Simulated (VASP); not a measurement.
# Ni (P6_3/mmc) in VASP: notebook, part 2 of 3

VASP 6.6.1. Earlier steps stand in the parts before.

## Step 3: Single point, PBE0, collinear spin, ferromagnetic start

This run uses another cell than the first one, of 10.36 Å³/atom.

POSCAR reads:

```
Ni
1.0
    2.4315927189      0.0000000000      0.0000000000
   -1.2157963594      2.1058210663      0.0000000000
    0.0000000000      0.0000000000      4.0454724674
Ni
2
Direct
    0.6666666667      0.3333333333      0.7500000000
    0.3333333333      0.6666666667      0.2500000000
```

INCAR.step1 reads:

```
SYSTEM = Ni
ALGO = Normal
EDIFF = 1E-5
ENCUT = 520
GGA = PE
ISIF = 2
ISMEAR = -1
ISPIN = 2
LASPH = .TRUE.
LCHARG = .FALSE.
LMAXMIX = 4
LORBIT = 11
LREAL = .FALSE.
LWAVE = .TRUE.
MAGMOM = 1 1
NBANDS = 21
NELM = 150
PREC = Accurate
SIGMA = 0.05
```

INCAR.step2 reads:

```
SYSTEM = Ni
AEXX = 0.25
ALGO = Normal
EDIFF = 1E-6
ENCUT = 520
GGA = PE
ISIF = 2
ISMEAR = -1
ISPIN = 2
ISTART = 1
LASPH = .TRUE.
LCHARG = .FALSE.
LHFCALC = .TRUE.
LMAXMIX = 4
LORBIT = 11
LREAL = .FALSE.
LWAVE = .FALSE.
MAGMOM = 1 1
NBANDS = 21
NELM = 150
PREC = Accurate
PRECFOCK = Normal
SIGMA = 0.05
```

KPOINTS reads:

```
k-points
0
G
  6 6 4
  0 0 0
```

Potentials or basis: VASP PAW PBE potentials, release 64 (Ni).

The run is started by

```console
$ cat potpaw_PBE.64/Ni/POTCAR > POTCAR
$ cp INCAR.step1 INCAR
$ mpirun -np 1 vasp_std > vasp.out
$ cp INCAR.step2 INCAR
$ mpirun -np 1 vasp_std > vasp.out
```

OUTCAR:

```text
SYSTEM = Ni
   AEXX = 0.25
   EDIFF = 1E-6
   ENCUT = 520
   GGA = PE
   ISIF = 2
   ISMEAR = -1
   ISPIN = 2
   ISTART = 1
   LASPH = .TRUE.
   LHFCALC = .TRUE.
   LORBIT = 11
   LREAL = .FALSE.
   NELM = 150
   PREC = Accurate
   PRECFOCK = Normal

 ion  position               nearest neighbor table
   1  0.667  0.333  0.750-   2 2.46   2 2.46   2 2.46   2 2.46   2 2.46   2 2.46
   2  0.333  0.667  0.250-   1 2.46   1 2.46   1 2.46   1 2.46   1 2.46   1 2.46

  LATTYP: Found a hexagonal cell.
 ALAT       =     2.4315927189
 C/A-ratio  =     1.6637130207

  Lattice vectors:

 A1 = (   2.4315927189,   0.0000000000,   0.0000000000)
 A2 = (  -1.2157963594,   2.1058210663,   0.0000000000)
 A3 = (   0.0000000000,   0.0000000000,   4.0454724674)

Analysis of symmetry for initial positions (statically):
=====================================================================
 Subroutine PRICEL returns:
 Original cell was already a primitive cell.

 Routine SETGRP: Setting up the symmetry group for a
 hexagonal supercell.

 Subroutine GETGRP returns: Found 24 space group operations
 (whereof 12 operations were pure point group operations)
 out of a pool of 24 trial point group operations.

The static configuration has the point symmetry D_3d.
 The point group associated with its full space group is D_6h.

Analysis of symmetry for dynamics (positions and initial velocities):
=====================================================================
 Subroutine PRICEL returns:
 Original cell was already a primitive cell.

 Routine SETGRP: Setting up the symmetry group for a
 hexagonal supercell.

 Subroutine GETGRP returns: Found 24 space group operations
 (whereof 12 operations were pure point group operations)
 out of a pool of 24 trial point group operations.

The dynamic configuration has the point symmetry D_3d.
 The point group associated with its full space group is D_6h.

Analysis of structural, dynamic, and magnetic symmetry:
=====================================================================
 Subroutine PRICEL returns:
[... 157 lines left out ...]
  free energy    TOTEN  =       -13.52781337 eV

  energy without entropy =      -13.52534507  energy(sigma->0) =      -13.52657922

 E-fermi :   9.8097     XC(G=0): -10.5613

 val. band max:        9.5672779162   @ k =   0.3333   0.3333   0.0000
 cond. band min:       9.8650908327   @ k =   0.1667   0.0000   0.2500
 fundamental gap:      0.2978129165
 Fermi energy:         9.8097401914

 spin component 1

 k-point     1 :       0.0000    0.0000    0.0000
  band No.  band energies     occupation
      1      -0.8443      1.00000
      2       2.7577      1.00000
      3       5.0454      1.00000
      4       5.3590      1.00000
      5       5.3590      1.00000
      6       5.6453      1.00000
[... 493 lines left out ...]
     20      35.4829      0.00000
     21      39.8185      0.00000
 Fermi energy:         9.8097401914

 spin component 2

 k-point     1 :       0.0000    0.0000    0.0000
  band No.  band energies     occupation
      1      -1.2169      1.00000
      2       3.5142      1.00000
      3       6.5166      1.00000
      4       6.7191      1.00000
      5       6.7191      1.00000
      6       7.0516      1.00000
[... 493 lines left out ...]
     20      35.4204      0.00000
     21      39.8030      0.00000

------------------------ aborting loop because EDIFF is reached ----------------------------------------

  FORCE on cell =-STRESS in cart. coord.  units (eV):
  Direction    XX          YY          ZZ          XY          YZ          ZX
  --------------------------------------------------------------------------------------
  -------------------------------------------------------------------------------------
  Total        0.7897981      0.7897981      0.0401594      0.0000000      0.0000000      0.0000000
  in kB       61.0864828     61.0864828      3.1061080      0.0000000      0.0000000      0.0000000
  external PRESSURE =      41.7596912 kB  Pullay stress =       0.0000000 kB

 VOLUME and BASIS-vectors are now :
 -----------------------------------------------------------------------------
  energy-cutoff  :      520.00
  volume of cell :       20.71
      direct lattice vectors                 reciprocal lattice vectors
     2.431592719  0.000000000  0.000000000     0.411253082  0.237437078  0.000000000
    -1.215796359  2.105821066  0.000000000     0.000000000  0.474874155  0.000000000
     0.000000000  0.000000000  4.045472467     0.000000000  0.000000000  0.247189916

 POSITION                                       TOTAL-FORCE (eV/Angst)
 -----------------------------------------------------------------------------------
      1.21580      0.70194      3.03410        -0.000000     -0.000000      0.000000
     -0.00000      1.40388      1.01137         0.000000      0.000000      0.000000
 -----------------------------------------------------------------------------------
    total drift:                                0.000000     -0.000000     -0.000000

  FREE ENERGIE OF THE ION-ELECTRON SYSTEM (eV)
  ---------------------------------------------------
  free  energy   TOTEN  =       -13.5278133666 eV

  energy  without entropy=      -13.5253450727  energy(sigma->0) =      -13.52657922

 total charge

# of ion       s       p       d       tot
------------------------------------------
    1        0.505   0.513   8.430   9.449
    2        0.505   0.513   8.430   9.449
--------------------------------------------------
tot          1.010   1.027  16.861  18.898

 magnetization (x)

# of ion       s       p       d       tot
------------------------------------------
    1       -0.014  -0.069   0.811   0.727
    2       -0.014  -0.069   0.811   0.727
--------------------------------------------------
tot         -0.029  -0.138   1.622   1.455
```

OSZICAR.step1:

```text
N       E                     dE             d eps       ncg     rms          rms(c)
DAV:   1     0.941139751611E+02    0.94114E+02   -0.90300E+03  1929   0.140E+03
DAV:   2    -0.753616876557E+01   -0.10165E+03   -0.93970E+02  1804   0.235E+02
DAV:   3    -0.128591180616E+02   -0.53229E+01   -0.51570E+01  2074   0.617E+01
DAV:   4    -0.129232784708E+02   -0.64160E-01   -0.64119E-01  1942   0.629E+00
DAV:   5    -0.129249495315E+02   -0.16711E-02   -0.16710E-02  2051   0.102E+00    0.147E+01
DAV:   6    -0.114769256457E+02    0.14480E+01   -0.66247E+00  2126   0.560E+01    0.801E+00
DAV:   7    -0.109322800264E+02    0.54465E+00   -0.13275E+00  2091   0.223E+01    0.297E+00
DAV:   8    -0.109000245141E+02    0.32256E-01   -0.14114E-02  2409   0.173E+00    0.132E+00
DAV:   9    -0.108942791827E+02    0.57453E-02   -0.93134E-04  2760   0.449E-01    0.402E-01
DAV:  10    -0.108934023874E+02    0.87680E-03   -0.12209E-04  2524   0.177E-01    0.113E-01
DAV:  11    -0.108933450296E+02    0.57358E-04   -0.45981E-05  2107   0.107E-01    0.255E-02
DAV:  12    -0.108933377063E+02    0.73233E-05   -0.11343E-05  1306   0.294E-02
   1 F= -.10893338E+02 E0= -.10879336E+02  d E =-.280028E-01  mag=     1.2918
```

Wall time 72 min (1 thread of Intel Xeon Platinum 8488C (Sapphire Rapids), shared host); peak memory 0.15 GiB.

Results:

```
Free energy                                           : -13.5278 eV
Pressure                                              : 4.2 GPa
Net moment                                            : 1.40 μB per cell
Site moments                                          : Ni +0.73 μB
Valence electrons inside the program's atomic spheres : Ni 9.45
```

Levels at points of the mesh, in eV from the Fermi level:
Spin up:
| k point | band 9 | band 10 | band 11 | band 12 | band 13 | band 14 |
| --- | --- | --- | --- | --- | --- | --- |
| (0.00, 0.00, 0.00) | -3.97 | -2.82 | -2.82 | -0.76 | 6.92 | 25.07 |
| (0.50, 0.00, 0.00) | -2.29 | -2.22 | 1.55 | 4.09 | 10.97 | 11.85 |
| (0.00, 0.00, 0.50) | -3.18 | -3.18 | -3.18 | -3.18 | 16.20 | 16.20 |
| (0.50, 0.00, 0.50) | -2.24 | -2.24 | 2.19 | 2.19 | 8.48 | 8.48 |
Spin down:
| k point | band 8 | band 9 | band 10 | band 11 | band 12 | band 13 |
| --- | --- | --- | --- | --- | --- | --- |
| (0.00, 0.00, 0.00) | -1.75 | -1.75 | -1.30 | 0.90 | 0.90 | 7.68 |
| (0.50, 0.00, 0.00) | 0.35 | 0.51 | 0.88 | 2.32 | 4.65 | 11.20 |
| (0.00, 0.00, 0.50) | -3.10 | -0.57 | -0.57 | -0.57 | -0.57 | 16.34 |
| (0.50, 0.00, 0.50) | -1.00 | 0.47 | 0.47 | 2.26 | 2.26 | 9.12 |

Caveat: the k points lie up to 0.50 Å⁻¹ apart; the PAW data sets were made with another functional, which shifts forces and pressure a little.

## Step 4: Single point, PBE-based screened hybrid with 25 % exact exchange, collinear spin, ferromagnetic start

This run uses another cell than the first one, of 10.91 Å³/atom.

POSCAR reads:

```
Ni
1.0
    2.4901399160      0.0000000000      0.0000000000
   -1.2450699580      2.1565244262      0.0000000000
    0.0000000000      0.0000000000      4.0623111144
Ni
2
Direct
    0.6666666667      0.3333333333      0.7500000000
    0.3333333333      0.6666666667      0.2500000000
```

INCAR.step1 reads:

```
PREC = Accurate
ENCUT = 520
EDIFF = 1E-5
ISMEAR = -1
SIGMA = 0.05
LREAL = False
LASPH = True
NELM = 150
ALGO = Normal
ISIF = 2
LWAVE = True
LCHARG = False
ISPIN = 2
MAGMOM = 1 1
LORBIT = 11
LMAXMIX = 4
NBANDS = 21
GGA = PE
```

INCAR.step2 reads:

```
PREC = Accurate
ENCUT = 520
EDIFF = 1E-7
ISMEAR = -1
SIGMA = 0.05
LREAL = False
LASPH = True
NELM = 150
ALGO = Normal
ISIF = 2
LWAVE = False
LCHARG = False
ISPIN = 2
MAGMOM = 1 1
LORBIT = 11
LMAXMIX = 4
GGA = PE
LHFCALC = True
AEXX = 0.25
HFSCREEN = 0.3
PRECFOCK = Normal
NBANDS = 21
ISTART = 1
```

KPOINTS reads:

```
Automatic mesh
0
Gamma
  6 6 4
```

The run is started by

```console
$ cat potpaw_PBE.64/Ni/POTCAR > POTCAR
$ cp INCAR.step1 INCAR
$ mpirun -np 1 vasp_std > vasp.out
$ cp INCAR.step2 INCAR
$ mpirun -np 1 vasp_std > vasp.out
```

It took 75 min on 1 thread of AMD EPYC 9R45 (Zen 5), shared host; peak memory 0.23 GiB.

It converged, with:

| Item | Value |
| --- | --- |
| Free energy | -12.1270 eV |
| Pressure | 0.6 GPa |
| Net moment | 1.53 μB per cell |
| Site moments | Ni +0.79 μB |
| Valence electrons inside the program's atomic spheres | Ni 9.36 |

Stress tensor (GPa, compression positive):
```
0.52 0.00 0.00
0.00 0.52 0.00
0.00 0.00 0.69
```

Levels at points of the mesh, in eV from the Fermi level:
Spin up:
| k point | band 7 | band 8 | band 9 | band 10 | band 11 | band 12 | band 13 | band 14 | band 15 | band 16 |
| --- | --- | --- | --- | --- | --- | --- | --- | --- | --- | --- |
| (0.00, 0.00, 0.00) | -3.48 | -3.19 | -3.19 | -2.57 | -2.57 | -0.22 | 6.30 | 23.73 | 25.84 | 25.84 |
| (0.50, 0.00, 0.00) | -3.28 | -2.40 | -1.55 | -1.44 | 1.05 | 3.34 | 10.04 | 10.99 | 13.11 | 14.62 |
| (0.00, 0.00, 0.50) | -3.73 | -3.73 | -2.69 | -2.69 | -2.69 | -2.69 | 15.58 | 15.58 | 24.47 | 24.47 |
| (0.50, 0.00, 0.50) | -2.26 | -2.26 | -1.49 | -1.49 | 1.69 | 1.69 | 7.42 | 7.42 | 19.43 | 19.43 |
Spin down:
```
           k point  band 6  band 7  band 8  band 9  band 10  band 11  band 12  band 13
(0.00, 0.00, 0.00)   -2.28   -2.28   -0.58   -0.32    -0.32     1.30     1.30     6.73
(0.50, 0.00, 0.00)   -1.35   -1.29   -0.48   -0.38     1.36     1.52     3.68    10.54
(0.00, 0.00, 0.50)   -2.56   -2.56   -2.56    0.67     0.67     0.67     0.67    15.64
(0.50, 0.00, 0.50)   -0.92   -0.51   -0.51    0.03     0.03     1.89     1.89     8.20
```

Caveat: the k points lie up to 0.49 Å⁻¹ apart; the PAW data sets were made with another functional, which shifts forces and pressure a little.

## Step 5: Single point, PBE, collinear spin, ferromagnetic start

INCAR reads:

```
  PREC = Accurate
  ENCUT = 520
  EDIFF = 1E-6
  ISMEAR = 0
  SIGMA = 0.012
  LREAL = F
  LASPH = T
  NELM = 150
  ALGO = Normal
  ISIF = 2
  LWAVE = F
  LCHARG = F
  ISPIN = 2
  MAGMOM = 1 1
  LORBIT = 11
  LMAXMIX = 4
  GGA = PE
  NBANDS = 21
```

KPOINTS reads:

```
Automatic mesh
0
Gamma
  12 12 7
```

POSCAR reads:

```
Ni
1.0
    2.4480228978      0.0000000000      0.0000000000
   -1.2240114489      2.1200500186      0.0000000000
    0.0000000000      0.0000000000      4.0728075700
Ni
2
Direct
    0.6666666667      0.3333333333      0.7500000000
    0.3333333333      0.6666666667      0.2500000000
```

The run is started by

```console
$ cat potpaw_PBE.64/Ni/POTCAR > POTCAR
$ mpirun -np 1 vasp_std > vasp.out
```

Wall time 43 s (1 thread of AMD EPYC 7R43 (Zen 3), shared host); peak memory 0.13 GiB.

Results (log left out):

```
Free energy                                           : -10.8674 eV
Pressure                                              : 6.9 GPa
Net moment                                            : 1.27 μB per cell
Site moments                                          : Ni +0.64 μB
Valence electrons inside the program's atomic spheres : Ni 9.36
```

Stress tensor (GPa, compression positive):
```
8.04 0.00 0.00
0.00 8.04 0.00
0.00 0.00 4.54
```

Levels at points of the mesh, in eV from the Fermi level:
Spin up:
| k point | band 9 | band 10 | band 11 | band 12 | band 13 | band 14 |
| --- | --- | --- | --- | --- | --- | --- |
| (0.00, 0.00, 0.00) | -1.65 | -0.72 | -0.72 | -0.57 | 5.57 | 23.05 |
| (0.50, 0.00, 0.00) | -0.56 | -0.49 | 1.20 | 3.16 | 9.41 | 9.97 |
Spin down:
```
           k point  band 8  band 9  band 10  band 11  band 12  band 13
(0.00, 0.00, 0.00)   -1.00   -1.00    -0.62    -0.03    -0.03     6.01
(0.50, 0.00, 0.00)    0.14    0.18     0.30     1.69     3.55     9.52
```

Caveat: the cell stands under pressure.

(Part 2 of 3 ends here.)
